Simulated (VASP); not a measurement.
# Ti12SbO23 (a cell with a defect) in VASP: electric field gradients with PBE

Aim: the electric field gradients of Ti12SbO23 (a cell with a defect) with PBE.

All numbers are computed with VASP 6.6.1; they aren't measurements. Logs are shortened: lines on timing, memory, paths and dates and some standing lists are left out, and cuts for length are marked.

### Step 1. The cell of the first run

The cell holds a defect, 36 atoms: a = 6.494 Å, b = 6.494 Å, c = 8.872 Å, α = 90.00°, β = 90.00°, γ = 90.00°.

### Step 2. Electric field gradients, PBE

Input file INCAR:

```
SYSTEM = Ti12SbO23
PREC     = Accurate       ! precision mode
ENCUT    = 520            ! plane-wave cutoff, eV
EDIFF    = 1E-8           ! SCF threshold, eV
ISMEAR   = -1             ! smearing method
SIGMA    = 0.01           ! smearing width, eV
LREAL    = .FALSE.        ! projectors in reciprocal space
LASPH    = .TRUE.         ! aspherical terms in the spheres
NELM     = 120            ! most SCF steps
ALGO     = Normal         ! electronic algorithm
ISIF     = 2              ! what is computed and relaxed
LWAVE    = .FALSE.        ! write WAVECAR
LCHARG   = .FALSE.        ! write CHGCAR
GGA      = PE             ! functional
LEFG     = .TRUE.       
NELECT   = 288.0        
NBANDS   = 168            ! bands
GGA_COMPAT= .FALSE.
```

Input file KPOINTS:

```
regular mesh
0
G
  3 3 2
  0 0 0
```

Input file POSCAR:

```
Ti12SbO23
1.0
    4.5922000000      4.5922000000      0.0000000000
   -4.5922000000      4.5922000000      0.0000000000
    0.0000000000      0.0000000000      8.8722000000
Ti Sb O
12 1 23
Direct
    0.0000000000      0.0000000000      0.0000000000
    0.0000000000      0.0000000000      0.3333333333
    0.0000000000      0.0000000000      0.6666666667
    0.5000000000      0.5000000000      0.0000000000
    0.5000000000      0.5000000000      0.3333333333
    0.5000000000      0.5000000000      0.6666666667
    0.5000000000      0.0000000000      0.1666666667
    0.5000000000      0.0000000000      0.5000000000
    0.5000000000      0.0000000000      0.8333333333
    0.0000000000      0.5000000000      0.1666666667
    0.0000000000      0.5000000000      0.5000000000
    0.0000000000      0.5000000000      0.8333333333
    0.3049600000      0.0000000000      0.0000000000
    0.3049600000      0.0000000000      0.3333333333
    0.3049600000      0.0000000000      0.6666666667
    0.8049600000      0.5000000000      0.0000000000
    0.8049600000      0.5000000000      0.3333333333
    0.8049600000      0.5000000000      0.6666666667
    0.5000000000      0.3049600000      0.1666666667
    0.5000000000      0.3049600000      0.5000000000
    0.5000000000      0.3049600000      0.8333333333
    0.0000000000      0.8049600000      0.1666666667
    0.0000000000      0.8049600000      0.5000000000
    0.0000000000      0.8049600000      0.8333333333
    0.6950400000      0.0000000000      0.0000000000
    0.6950400000      0.0000000000      0.3333333333
    0.6950400000      0.0000000000      0.6666666667
    0.1950400000      0.5000000000      0.0000000000
    0.1950400000      0.5000000000      0.3333333333
    0.1950400000      0.5000000000      0.6666666667
    0.5000000000      0.6950400000      0.1666666667
    0.5000000000      0.6950400000      0.5000000000
    0.5000000000      0.6950400000      0.8333333333
    0.0000000000      0.1950400000      0.1666666667
    0.0000000000      0.1950400000      0.5000000000
    0.0000000000      0.1950400000      0.8333333333
```

Potentials or basis: VASP PAW PBE potentials, release 64 (Ti_sv, Sb, O).

Launch:

```bash
> cat potpaw_PBE.64/Ti_sv/POTCAR potpaw_PBE.64/Sb/POTCAR potpaw_PBE.64/O/POTCAR > POTCAR
> mpirun -np 1 vasp_std > vasp.out
```

OUTCAR:

```text
SYSTEM = Ti12SbO23
   PREC = Accurate
   ENCUT = 520
   EDIFF = 1E-8
   ISMEAR = -1
   LREAL = .FALSE.
   LASPH = .TRUE.
   NELM = 120
   ISIF = 2
   GGA = PE
   NELECT = 288.0

 ion  position               nearest neighbor table
   1  0.000  0.000  0.000-  22 1.95  24 1.95  34 1.95  36 1.95  13 1.98  25 1.98
   2  0.000  0.000  0.333-  22 1.95  34 1.95  23 1.95  35 1.95  14 1.98  26 1.98
   3  0.000  0.000  0.667-  24 1.95  36 1.95  35 1.95  23 1.95  15 1.98  27 1.98
   4  0.500  0.500  0.000-  19 1.95  21 1.95  31 1.95  33 1.95  16 1.98  28 1.98
   5  0.500  0.500  0.333-  19 1.95  31 1.95  20 1.95  32 1.95  17 1.98  29 1.98
   6  0.500  0.500  0.667-  21 1.95  33 1.95  32 1.95  20 1.95  18 1.98  30 1.98
   7  0.500  0.000  0.167-  14 1.95  26 1.95  25 1.95  13 1.95  19 1.98  31 1.98
   8  0.500  0.000  0.500-  14 1.95  15 1.95  26 1.95  27 1.95  20 1.98  32 1.98
   9  0.500  0.000  0.833-  15 1.95  27 1.95  25 1.95  13 1.95  21 1.98  33 1.98
  10  0.000  0.500  0.167-  17 1.95  29 1.95  28 1.95  16 1.95  22 1.98  34 1.98
  11  0.000  0.500  0.500-  17 1.95  18 1.95  29 1.95  30 1.95  23 1.98  35 1.98
  12  0.000  0.500  0.833-  18 1.95  30 1.95  28 1.95  16 1.95  24 1.98  36 1.98
  13  0.305  0.000  0.000-   7 1.95   9 1.95   1 1.98  25 2.53  21 2.78  22 2.78  24 2.78  19 2.78
                            31 2.78  33 2.78  34 2.78  36 2.78
  14  0.305  0.000  0.333-   7 1.95   8 1.95   2 1.98
  15  0.305  0.000  0.667-   9 1.95   8 1.95   3 1.98
  16  0.805  0.500  0.000-  10 1.95  12 1.95   4 1.98
  17  0.805  0.500  0.333-  10 1.95  11 1.95   5 1.98
  18  0.805  0.500  0.667-  12 1.95  11 1.95   6 1.98
  19  0.500  0.305  0.167-   5 1.95   4 1.95   7 1.98  13 2.78
  20  0.500  0.305  0.500-   5 1.95   6 1.95   8 1.98
  21  0.500  0.305  0.833-   6 1.95   4 1.95   9 1.98  13 2.78
  22  0.000  0.805  0.167-   2 1.95   1 1.95  10 1.98  13 2.78
  23  0.000  0.805  0.500-   2 1.95   3 1.95  11 1.98
  24  0.000  0.805  0.833-   3 1.95   1 1.95  12 1.98  13 2.78
  25  0.695  0.000  0.000-   7 1.95   9 1.95   1 1.98  13 2.53
  26  0.695  0.000  0.333-   7 1.95   8 1.95   2 1.98
  27  0.695  0.000  0.667-   9 1.95   8 1.95   3 1.98
  28  0.195  0.500  0.000-  10 1.95  12 1.95   4 1.98
  29  0.195  0.500  0.333-  10 1.95  11 1.95   5 1.98
  30  0.195  0.500  0.667-  12 1.95  11 1.95   6 1.98
  31  0.500  0.695  0.167-   5 1.95   4 1.95   7 1.98  13 2.78
  32  0.500  0.695  0.500-   5 1.95   6 1.95   8 1.98
  33  0.500  0.695  0.833-   6 1.95   4 1.95   9 1.98  13 2.78
  34  0.000  0.195  0.167-   2 1.95   1 1.95  10 1.98  13 2.78
  35  0.000  0.195  0.500-   2 1.95   3 1.95  11 1.98
  36  0.000  0.195  0.833-   3 1.95   1 1.95  12 1.98  13 2.78

  LATTYP: Found a simple tetragonal cell.
 ALAT       =     6.4943515211
 C/A-ratio  =     1.3661410183

  Lattice vectors:

 A1 = (   4.5922000000,   4.5922000000,   0.0000000000)
 A2 = (  -4.5922000000,   4.5922000000,   0.0000000000)
 A3 = (   0.0000000000,   0.0000000000,   8.8722000000)

Analysis of symmetry for initial positions (statically):
=====================================================================
 Subroutine PRICEL returns:
 Original cell was already a primitive cell.

 Routine SETGRP: Setting up the symmetry group for a
 simple tetragonal supercell.

 Subroutine GETGRP returns: Found  4 space group operations
 (whereof  4 operations were pure point group operations)
 out of a pool of 16 trial point group operations.

The static configuration has the point symmetry C_2v.

Analysis of symmetry for dynamics (positions and initial velocities):
=====================================================================
 Subroutine PRICEL returns:
 Original cell was already a primitive cell.

 Routine SETGRP: Setting up the symmetry group for a
 simple tetragonal supercell.

 Subroutine GETGRP returns: Found  4 space group operations
 (whereof  4 operations were pure point group operations)
 out of a pool of 16 trial point group operations.

The dynamic configuration has the point symmetry C_2v.

 Subroutine INISYM returns: Found  4 space group operations
 (whereof  4 operations are pure point group operations),
 and found     1 'primitive' translations

[... 152 lines left out ...]
   ISYM   =      2    0-nonsym 1-usesym 2-fastsym
   POTIM  = 0.5000    time-step for ionic-motion
   TEBEG  =    0.0;   TEEND  =   0.0 temperature during run
   PSTRESS=    0.0 pullay stress
   NELECT =     288.0000    total number of electrons
   NUPDOWN=      -1.0000    fix difference up-down
   EMIN   =  10.00;   EMAX   =-10.00  energy-range for DOS
   EFERMI =   0.00;   METHOD = LEGACY
   ISMEAR =    -1;   SIGMA  =   0.01  broadening in eV -4-tet -1-fermi 0-gaus
   EFERMI_NEDOS =   21; number of points for ismear=-14 and -15
   IALGO  =     38    algorithm
   IMIX   =      4    mixing-type and parameters
     AMIX     =   0.40;   BMIX     =  1.00
     AMIX_MAG =   1.60;   BMIX_MAG =  1.00
  volume/ion in A,a.u.               =      10.39        70.15
  Fermi-wavevector in a.u.,A,eV,Ry     =   1.500277  2.835112 30.624403  2.250830
  Thomas-Fermi vector in A             =   2.611798
   LORBIT       =      0    0 simple, 1 ext, 2 COOP (PROOUT), +10 PAW based schemes
   GGA     = PE    functional components
   LHFCALC =     F    Hartree Fock is set to
   AEXX    =    0.0000 exact exchange contribution
   IVDW    =     0    specifies the selected vdW correction
   LEPSILON=     F    determine dielectric tensor
   LRPA    =     F    only Hartree local field effects (RPA)
 non-spin polarized calculation
  energy-cutoff  :      520.00
  volume of cell :      374.20
 maximum number of plane-waves:     10086
   NGX = 25   NGY = 25   NGZ = 33

 number of electron     287.9999982 magnetization

 Free energy of the ion-electron system (eV)
  ---------------------------------------------------
  ext. energy  EPLUGINS =         0.00000000
  ---------------------------------------------------
  free energy    TOTEN  =      -291.33541058 eV

  energy without entropy =     -291.33540147  energy(sigma->0) =     -291.33540603

 E-fermi :   7.2474     XC(G=0): -11.5981

 val. band max:        7.1571269692   @ k =   0.0000   0.0000   0.5000
 cond. band min:       7.3260638859   @ k =   0.0000   0.0000   0.0000
 fundamental gap:      0.1689369168
 Fermi energy:         7.2473564904

 k-point     1 :       0.0000    0.0000    0.0000
  band No.  band energies     occupation
      1     -51.5008      2.00000
      2     -51.4445      2.00000
      3     -51.4094      2.00000
      4     -51.4071      2.00000
      5     -51.3973      2.00000
      6     -51.3888      2.00000
[... 1261 lines left out ...]
    155       8.3555      0.00000
    156       8.3682      0.00000
 [bands above 156 left out]

------------------------ aborting loop because EDIFF is reached ----------------------------------------

  FORCE on cell =-STRESS in cart. coord.  units (eV):
  Direction    XX          YY          ZZ          XY          YZ          ZX
  --------------------------------------------------------------------------------------
  -------------------------------------------------------------------------------------
  Total       71.1423941     71.1423941     78.1919877     35.0999131      0.0000000      0.0000000
  in kB      304.6043851    304.6043851    334.7880352    150.2843359      0.0000000      0.0000000
  external PRESSURE =     314.6656018 kB  Pullay stress =       0.0000000 kB

 VOLUME and BASIS-vectors are now :
 -----------------------------------------------------------------------------
  energy-cutoff  :      520.00
  volume of cell :      374.20
      direct lattice vectors                 reciprocal lattice vectors
     4.592200000  4.592200000  0.000000000     0.108880275  0.108880275  0.000000000
    -4.592200000  4.592200000  0.000000000    -0.108880275  0.108880275  0.000000000
     0.000000000  0.000000000  8.872200000     0.000000000  0.000000000  0.112711616

 POSITION                                       TOTAL-FORCE (eV/Angst)
 -----------------------------------------------------------------------------------
      0.00000      0.00000      0.00000       -12.101273    -12.101273     -0.000000
      0.00000      0.00000      2.95740        -0.301226     -0.301226      0.174407
      0.00000      0.00000      5.91480        -0.301226     -0.301226     -0.174407
      0.00000      4.59220      0.00000         0.409405      0.409405     -0.000000
      0.00000      4.59220      2.95740        -0.016462     -0.016462     -0.006734
      0.00000      4.59220      5.91480        -0.016462     -0.016462      0.006734
[... 28 lines left out ...]
     -0.89566      0.89566      4.43610        -0.294314      0.337003     -0.000000
     -0.89566      0.89566      7.39350        -0.843407      0.514174     -0.517215
 -----------------------------------------------------------------------------------
    total drift:                                0.000136      0.000136     -0.000004

  FREE ENERGIE OF THE ION-ELECTRON SYSTEM (eV)
  ---------------------------------------------------
  free  energy   TOTEN  =      -291.3354105797 eV

  energy  without entropy=     -291.3354014718  energy(sigma->0) =     -291.33540603

 Electric field gradients (V/A^2)
---------------------------------------------------------------------
 ion       V_xx      V_yy      V_zz      V_xy      V_xz      V_yz
---------------------------------------------------------------------
   1       1.000     1.000    -1.999   -30.028    -0.000    -0.000
   2       9.511     9.511   -19.023    -5.163     0.444     0.444
   3       9.511     9.511   -19.023    -5.163    -0.444    -0.444
   4      12.187    12.187   -24.373     5.485    -0.000     0.000
   5      11.308    11.308   -22.617     3.781     0.243     0.243
   6      11.308    11.308   -22.617     3.781    -0.243    -0.243
[... 28 lines left out ...]
  35      -0.191    -0.279     0.471   -24.331     0.000    -0.000
  36       3.197    -3.854     0.656   -22.012     5.654     7.453
---------------------------------------------------------------------

 Electric field gradients after diagonalization (V/A^2)
 (convention: |V_zz| > |V_xx| > |V_yy|)
----------------------------------------------------------------------
 ion       V_xx      V_yy      V_zz     asymmetry (V_yy - V_xx)/ V_zz
----------------------------------------------------------------------
   1     -29.028    -1.999    31.027       0.871
   2      14.674     4.366   -19.040       0.541
   3      14.674     4.366   -19.040       0.541
   4      17.671     6.702   -24.373       0.450
   5      15.093     7.527   -22.620       0.334
   6      15.093     7.527   -22.620       0.334
[... 28 lines left out ...]
  35      24.095     0.471   -24.566       0.962
  36      21.979     3.926   -25.906       0.697
----------------------------------------------------------------------

           NMR quadrupolar parameters

 Cq : quadrupolar parameter    Cq=e*Q*V_zz/h
 eta: asymmetry parameters     (V_yy - V_xx)/ V_zz
 Q  : nuclear electric quadrupole moment in mb (millibarn)
----------------------------------------------------------------------
 ion       Cq(MHz)       eta       Q (mb)
----------------------------------------------------------------------
   1       0.075       0.871       1.000
   2      -0.046       0.541       1.000
   3      -0.046       0.541       1.000
   4      -0.059       0.450       1.000
   5      -0.055       0.334       1.000
   6      -0.055       0.334       1.000
[... 28 lines left out ...]
  35      -0.059       0.962       1.000
  36      -0.063       0.697       1.000
----------------------------------------------------------------------
```

Run time: 29 min. Hardware: 1 thread of Intel Xeon 8259CL, shared host; peak memory 0.61 GiB.

Results:

- Free energy: -291.3354 eV
- Largest force: 18.025 eV/Å
- Largest electric field gradient by atom: Ti +31.0, -19.0, -24.4, -22.6, +47.8, -27.1, -16.9, -19.3 (each value once); Sb +344.2; O -16.1, +24.4, +23.5, +20.9, +21.2, -25.9, -24.6, +21.1, +17.3, +20.7, -24.3 (each value once) V/Å²

Forces on the atoms (eV/Å):
```
Ti  -12.101 -12.101   0.000
Ti   -0.301  -0.301   0.174
Ti   -0.301  -0.301  -0.174
Ti    0.409   0.409   0.000
Ti   -0.016  -0.016  -0.007
Ti   -0.016  -0.016   0.007
Ti    8.996   8.996  12.769
Ti    0.175   0.175   0.000
Ti    8.996   8.996 -12.769
Ti   -0.173  -0.173   0.263
Ti   -0.006  -0.006   0.000
Ti   -0.173  -0.173  -0.263
Sb   -6.202  -6.202   0.000
O    -0.595  -0.595   0.743
O    -0.595  -0.595  -0.743
O    -0.119  -0.119   0.000
O    -0.098  -0.098   0.037
O    -0.098  -0.098  -0.037
O    -0.470   0.496   0.053
O    -0.070   0.071   0.000
O    -0.470   0.496  -0.053
O     0.514  -0.843   0.517
O     0.337  -0.294   0.000
O     0.514  -0.843  -0.517
O     0.714   0.714   0.000
O     0.828   0.828   1.091
O     0.828   0.828  -1.091
O     0.244   0.244   0.000
O     0.082   0.082   0.028
O     0.082   0.082  -0.028
O     0.496  -0.470   0.053
O     0.071  -0.070   0.000
O     0.496  -0.470  -0.053
O    -0.843   0.514   0.517
O    -0.294   0.337   0.000
O    -0.843   0.514  -0.517
```

Electric field gradients, principal values (V/Å²):
```
 atom    least    middle  greatest (by size)
 1 Ti   -1.999   -29.028              31.027
 2 Ti    4.366    14.674             -19.040
 3 Ti    4.366    14.674             -19.040
 4 Ti    6.702    17.671             -24.373
 5 Ti    7.527    15.093             -22.620
 6 Ti    7.527    15.093             -22.620
 7 Ti   -4.387   -43.372              47.759
 8 Ti    4.830    22.304             -27.134
 9 Ti   -4.387   -43.372              47.759
10 Ti    7.749     9.171             -16.920
11 Ti    7.962    11.343             -19.305
12 Ti    7.749     9.171             -16.920
13 Sb  -78.994  -265.193             344.188
 14 O    1.033    15.102             -16.134
 15 O    1.033    15.102             -16.134
 16 O   -0.761   -23.676              24.437
 17 O   -0.109   -23.417              23.526
 18 O   -0.109   -23.417              23.526
 19 O   -1.510   -19.435              20.945
 20 O   -0.300   -20.939              21.239
 21 O   -1.510   -19.435              20.945
 22 O    3.926    21.979             -25.906
 23 O    0.471    24.095             -24.566
 24 O    3.926    21.979             -25.906
 25 O  -10.090   -11.012              21.101
 26 O   -1.081   -16.180              17.261
 27 O   -1.081   -16.180              17.261
 28 O   -3.705   -17.003              20.708
 29 O    0.307    23.965             -24.272
 30 O    0.307    23.965             -24.272
 31 O   -1.510   -19.435              20.945
 32 O   -0.300   -20.939              21.239
 33 O   -1.510   -19.435              20.945
 34 O    3.926    21.979             -25.906
 35 O    0.471    24.095             -24.566
 36 O    3.926    21.979             -25.906
```

Caveat: the cell carries a net charge on a neutralising background, which shifts energy and pressure; the cell is charged against a uniform background, so pressure and absolute levels hang on convention; atoms lie so close that the PAW spheres overlap strongly, which falsifies energies and pressures; without QUAD_EFG the Cq values of the log hold for a quadrupole moment of 1 mb, not for the nuclei; spin-orbit coupling is left out, which moves the levels of the heavy elements.
